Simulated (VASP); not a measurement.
# LiF (P6_3mc) in VASP: further runs

The runs below take LiF through single point, with PBE.

Program: VASP 6.6.1. These are calculated values, not measurements. Logs are shortened: lines on timing, memory, paths and dates and some standing lists are left out, and cuts for length are marked.

**1. The cell of the first run**

The structure is hexagonal, space group P6_3mc (No. 186). Conventional cell: a = 3.165 Å, b = 3.165 Å, c = 4.399 Å, α = 90.00°, β = 90.00°, γ = 120.00°. Li (site symmetry 3m) has 4 F at 1.70 to 1.89 Å within 2.3 Å. F (site symmetry 3m) has 4 Li at 1.70 to 1.89 Å within 2.3 Å.

**2. Single point, PBE (volume 9.541 Å^3 an atom, c/a of the conventional cell 1.3900)**

File INCAR:

```
SYSTEM = LiF
PREC = Accurate ; ENCUT = 520
EDIFF = 1E-6 ; ISMEAR = 0
SIGMA = 0.05 ; LREAL = .FALSE.
LASPH = .TRUE. ; NELM = 80
ALGO = Normal ; ISIF = 2
LWAVE = .FALSE. ; LCHARG = .TRUE.
GGA = PE ; LELF = .TRUE.
LVHAR = .TRUE. ; NBANDS = 18
```

File KPOINTS:

```
Automatic mesh
0
G
  9 9 6
  0 0 0
```

File POSCAR:

```
LiF
1.0
    3.1649691785      0.0000000000      0.0000000000
   -1.5824845892      2.7409437108      0.0000000000
    0.0000000000      0.0000000000      4.3993071581
Li F
2 2
Direct
    0.3333333333      0.6666666667      0.3810713234
    0.6666666667      0.3333333333      0.8810713234
    0.3333333333      0.6666666667      0.9939266766
    0.6666666667      0.3333333333      0.4939266766
```

Potentials or basis: VASP PAW PBE potentials, release 64 (Li_sv, F).

Command:

```
$ cat potpaw_PBE.64/Li_sv/POTCAR potpaw_PBE.64/F/POTCAR > POTCAR
$ mpirun -np 1 vasp_std > vasp.out
```

OUTCAR:

```text
SYSTEM = LiF
   PREC = Accurate
   ENCUT = 520
   EDIFF = 1E-6
   ISMEAR = 0
   LREAL = .FALSE.
   LASPH = .TRUE.
   NELM = 80
   ISIF = 2
   GGA = PE

 ion  position               nearest neighbor table
   1  0.333  0.667  0.381-   3 1.70   4 1.89   4 1.89   4 1.89
   2  0.667  0.333  0.881-   4 1.70   3 1.89   3 1.89   3 1.89
   3  0.333  0.667  0.994-   1 1.70   2 1.89   2 1.89   2 1.89
   4  0.667  0.333  0.494-   2 1.70   1 1.89   1 1.89   1 1.89

  LATTYP: Found a hexagonal cell.
 ALAT       =     3.1649691785
 C/A-ratio  =     1.3900000000

  Lattice vectors:

 A1 = (   3.1649691785,   0.0000000000,   0.0000000000)
 A2 = (  -1.5824845892,   2.7409437108,   0.0000000000)
 A3 = (   0.0000000000,   0.0000000000,   4.3993071581)

Analysis of symmetry for initial positions (statically):
=====================================================================
 Subroutine PRICEL returns:
 Original cell was already a primitive cell.

 Routine SETGRP: Setting up the symmetry group for a
 hexagonal supercell.

 Subroutine GETGRP returns: Found 12 space group operations
 (whereof  6 operations were pure point group operations)
 out of a pool of 24 trial point group operations.

The static configuration has the point symmetry C_3v.
 The point group associated with its full space group is C_6v.

Analysis of symmetry for dynamics (positions and initial velocities):
=====================================================================
 Subroutine PRICEL returns:
 Original cell was already a primitive cell.

 Routine SETGRP: Setting up the symmetry group for a
 hexagonal supercell.

 Subroutine GETGRP returns: Found 12 space group operations
 (whereof  6 operations were pure point group operations)
 out of a pool of 24 trial point group operations.

The dynamic configuration has the point symmetry C_3v.
 The point group associated with its full space group is C_6v.

 Subroutine INISYM returns: Found 12 space group operations
 (whereof  6 operations are pure point group operations),
 and found     1 'primitive' translations

----------------------------------------------------------------------------------------

                                     Primitive cell

  volume of cell :      38.1640

  direct lattice vectors                    reciprocal lattice vectors
     3.164969178  0.000000000  0.000000000     0.315958843  0.182418923  0.000000000
    -1.582484589  2.740943711  0.000000000     0.000000000  0.364837846  0.000000000
[... 87 lines left out ...]
   ENCUT  =  520.0 eV  38.22 Ry    6.18 a.u.   5.88  5.88  8.18*2*pi/ulx,y,z
   NELM   =     80;   NELMIN=  2; NELMDL= -5     # of ELM steps
   EDIFF  = 0.1E-05   stopping-criterion for ELM
   LREAL  =      F    real-space projection
   EDIFFG = 0.1E-04   stopping-criterion for IOM
   NSW    =      0    number of steps for IOM
   IBRION =     -1    ionic relax: 0-MD 1-quasi-New 2-CG
   NFREE  =      0    steps in history (QN), initial steepest desc. (CG)
   ISIF   =      2    stress and relaxation
   ISYM   =      2    0-nonsym 1-usesym 2-fastsym
   POTIM  = 0.5000    time-step for ionic-motion
   TEBEG  =    0.0;   TEEND  =   0.0 temperature during run
   PSTRESS=    0.0 pullay stress
   NELECT =      20.0000    total number of electrons
   NUPDOWN=      -1.0000    fix difference up-down
   EMIN   =  10.00;   EMAX   =-10.00  energy-range for DOS
   EFERMI =   0.00;   METHOD = LEGACY
   ISMEAR =     0;   SIGMA  =   0.05  broadening in eV -4-tet -1-fermi 0-gaus
   EFERMI_NEDOS =   21; number of points for ismear=-14 and -15
   IALGO  =     38    algorithm
   IMIX   =      4    mixing-type and parameters
     AMIX     =   0.40;   BMIX     =  1.00
     AMIX_MAG =   1.60;   BMIX_MAG =  1.00
  volume/ion in A,a.u.               =       9.54        64.39
  Fermi-wavevector in a.u.,A,eV,Ry     =   1.319877  2.494206 23.702381  1.742076
  Thomas-Fermi vector in A             =   2.449744
   LORBIT       =      0    0 simple, 1 ext, 2 COOP (PROOUT), +10 PAW based schemes
   GGA     = PE    functional components
   LHFCALC =     F    Hartree Fock is set to
   AEXX    =    0.0000 exact exchange contribution
   IVDW    =     0    specifies the selected vdW correction
   LEPSILON=     F    determine dielectric tensor
   LRPA    =     F    only Hartree local field effects (RPA)
 non-spin polarized calculation
 Gauss-broadening in eV      SIGMA  =   0.05
  energy-cutoff  :      520.00
  volume of cell :       38.16
 maximum number of plane-waves:      1048
 NGX is ok and might be reduce to    24
   NGX = 11   NGY = 11   NGZ = 17

 number of electron      20.0000010 magnetization

 Free energy of the ion-electron system (eV)
  ---------------------------------------------------
  ext. energy  EPLUGINS =         0.00000000
  ---------------------------------------------------
  free energy    TOTEN  =       -19.11194058 eV

  energy without entropy =      -19.11194058  energy(sigma->0) =      -19.11194058

 E-fermi :  -2.0030     XC(G=0):  -8.9988

 val. band max:       -2.1985418929   @ k =   0.0000   0.0000   0.0000
 cond. band min:       5.6956458022   @ k =   0.0000   0.0000   0.0000
 fundamental gap:      7.8941876951
 Fermi energy:        -2.0030147076

 k-point     1 :       0.0000    0.0000    0.0000
  band No.  band energies     occupation
      1     -42.6343      2.00000
      2     -42.5644      2.00000
      3     -21.7956      2.00000
      4     -21.4567      2.00000
      5      -4.5500      2.00000
      6      -2.9775      2.00000
[... 481 lines left out ...]
      5      -4.4225      2.00000
      6      -3.6465      2.00000
[... 10 lines left out ...]
     17      17.0530      0.00000
     18      19.2806      0.00000

 [... further k-points ...]
[... 5 lines left out ...]
  --------------------------------------------------------------------------------------
  -------------------------------------------------------------------------------------
  Total        0.2774119      0.2774119      3.8565076      0.0000000      0.0000000      0.0000000
  in kB       11.6461353     11.6461353    161.9015065      0.0000000      0.0000000      0.0000000
  external PRESSURE =      61.7312591 kB  Pullay stress =       0.0000000 kB

 VOLUME and BASIS-vectors are now :
 -----------------------------------------------------------------------------
  energy-cutoff  :      520.00
  volume of cell :       38.16
      direct lattice vectors                 reciprocal lattice vectors
     3.164969178  0.000000000  0.000000000     0.315958843  0.182418923  0.000000000
    -1.582484589  2.740943711  0.000000000     0.000000000  0.364837846  0.000000000
     0.000000000  0.000000000  4.399307158     0.000000000  0.000000000  0.227308520

 POSITION                                       TOTAL-FORCE (eV/Angst)
 -----------------------------------------------------------------------------------
     -0.00000      1.82730      1.67645        -0.000000      0.000000      0.864254
      1.58248      0.91365      3.87610         0.000000     -0.000000      0.864254
     -0.00000      1.82730      4.37259         0.000000     -0.000000     -0.864254
      1.58248      0.91365      2.17294        -0.000000      0.000000     -0.864254
 -----------------------------------------------------------------------------------
    total drift:                                0.000000     -0.000000      0.008530

  FREE ENERGIE OF THE ION-ELECTRON SYSTEM (eV)
  ---------------------------------------------------
  free  energy   TOTEN  =       -19.1119405829 eV

  energy  without entropy=      -19.1119405828  energy(sigma->0) =      -19.11194058
```

OSZICAR:

```text
N       E                     dE             d eps       ncg     rms          rms(c)
DAV:   1     0.121247660075E+03    0.12125E+03   -0.10955E+04  1736   0.122E+03
DAV:   2    -0.102683443567E+02   -0.13152E+03   -0.12858E+03  2028   0.302E+02
DAV:   3    -0.204958572540E+02   -0.10228E+02   -0.10170E+02  3166   0.623E+01
DAV:   4    -0.205859731164E+02   -0.90116E-01   -0.89961E-01  2108   0.745E+00
DAV:   5    -0.205868924663E+02   -0.91935E-03   -0.91891E-03  2272   0.653E-01    0.745E+00
DAV:   6    -0.190548706861E+02    0.15320E+01   -0.40352E+00  1810   0.154E+01    0.223E+00
DAV:   7    -0.190772176913E+02   -0.22347E-01   -0.12502E-01  2010   0.254E+00    0.149E+00
DAV:   8    -0.191121741924E+02   -0.34957E-01   -0.61955E-02  1920   0.240E+00    0.376E-01
DAV:   9    -0.191109718961E+02    0.12023E-02   -0.67562E-03  2352   0.702E-01    0.100E-01
DAV:  10    -0.191119414394E+02   -0.96954E-03   -0.12646E-03  1876   0.254E-01    0.394E-02
DAV:  11    -0.191119373800E+02    0.40594E-05   -0.57217E-05  2238   0.717E-02    0.709E-03
DAV:  12    -0.191119404351E+02   -0.30550E-05   -0.74269E-06  1880   0.230E-02    0.270E-03
DAV:  13    -0.191119405829E+02   -0.14781E-06   -0.39182E-07  1798   0.525E-03
   1 F= -.19111941E+02 E0= -.19111941E+02  d E =-.133872E-10
```

It took 28 s on 1 thread of AMD EPYC 7R43 (Zen 3), shared host; peak memory 0.12 GiB.

Results:

```yaml
Free_energy: -19.1119 eV
Largest_force: 0.864 eV/Å
Band_gap_on_the_k_mesh: 7.89 eV, direct
```

Forces in eV/Å, atoms in the order of the input:
```
Li   0.000  0.000  0.864
Li   0.000  0.000  0.864
F    0.000  0.000 -0.864
F    0.000  0.000 -0.864
```

Caveat: the cutoff is under 1.25 times the usual one of these potentials, so pressure, stress and relaxed cells hold a basis-set (Pulay) error.

(Continued in part 2 of 2.)
